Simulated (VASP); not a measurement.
Here is a VASP 6.6.1 calculation.

File INCAR:

```
SYSTEM = H4C
  ALGO = Normal
  EDIFF = 1E-6
  ENCUT = 520
  GGA = PE
  GGA_COMPAT = .FALSE.
  ISIF = 2
  ISMEAR = -1
  IVDW = 12
  LASPH = .TRUE.
  LCHARG = .FALSE.
  LREAL = .FALSE.
  LWAVE = .FALSE.
  NBANDS = 45
  NELM = 120
  PREC = Accurate
  SIGMA = 0.05
```

The input KPOINTS:

```
k-points
0
G
  1 1 1
  0 0 0
```

File POSCAR:

```
H4C
1.0
    7.2304270000      0.0000000000      0.0000000000
    0.0000000000      7.2304270000      0.0000000000
    0.0000000000      0.0000000000      7.2304270000
C H
6 24
Direct
    0.5394840443      0.1606267514      0.6247763790
    0.8112107349      0.9128921432      0.1828661018
    0.4830143503      0.6624366721      0.8500604459
    1.0687473921      0.1852587683     -0.1032857396
    0.3247940958      0.6037264466      0.2916286963
    0.7895799238      0.3951495534      0.2360994724
    0.4830696721      0.1897674923      0.4941893473
    0.4388537496      0.0996621638      0.7228757029
    0.6185941715      0.2789046899      0.6726573686
    0.6185250193      0.0384624587      0.5890246869
    0.9279673248      0.9756823491      0.2455733251
    0.7153242817      0.8551638790      0.2896232823
    0.8748722586      0.8201452003      0.0830656336
    0.7168871216      1.0088200877      0.1144883974
    0.5775315898      0.6315947869      0.9678543190
    0.3675025002      0.5682790242      0.8711657002
    0.5369945648      0.6315118042      0.7093357004
    0.4232530112      0.8065222151      0.8499774633
    1.0630354196      0.3257483963     -0.1082093768
    0.9692097023      0.1227728321     -0.2080789973
    1.0264124097      0.1359947345      0.0346314263
    1.2169958980      0.1393970232     -0.1331594939
    0.2207200211      0.5345880679      0.3763263221
    0.4350503781      0.5127221394      0.2599708150
    0.3865608490      0.7194457533      0.3574201081
    0.2677988451      0.6486062303      0.1587873026
    0.7635095410      0.3979709635      0.3849703482
    0.7695811050      0.2544109774      0.1690218296
    0.9287694904      0.4402644546      0.2601091194
    0.7251438954      0.5064154579      0.1542094264
```

Potentials or basis: VASP PAW PBE potentials, release 64 (C, H).

Run with:

```sh
$ cat potpaw_PBE.64/C/POTCAR potpaw_PBE.64/H/POTCAR > POTCAR
$ mpirun -np 1 vasp_gam > vasp.out
```

Question: Estimate the dispersion energy per atom.

Answer: -0.027 eV.

Question: What does it give for the band gap on the k mesh?

Answer: 6.55 eV.

Question: What does it give for the pressure?

Answer: 0.8 GPa.

Question: Predict the largest force.

Answer: 3.997 eV/Å.

Stress tensor (GPa, compression positive):
```
 0.87 -0.15 -0.24
-0.15  1.93 -0.05
-0.24 -0.05 -0.28
```

Caveat: the k points lie up to 0.87 Å⁻¹ apart.
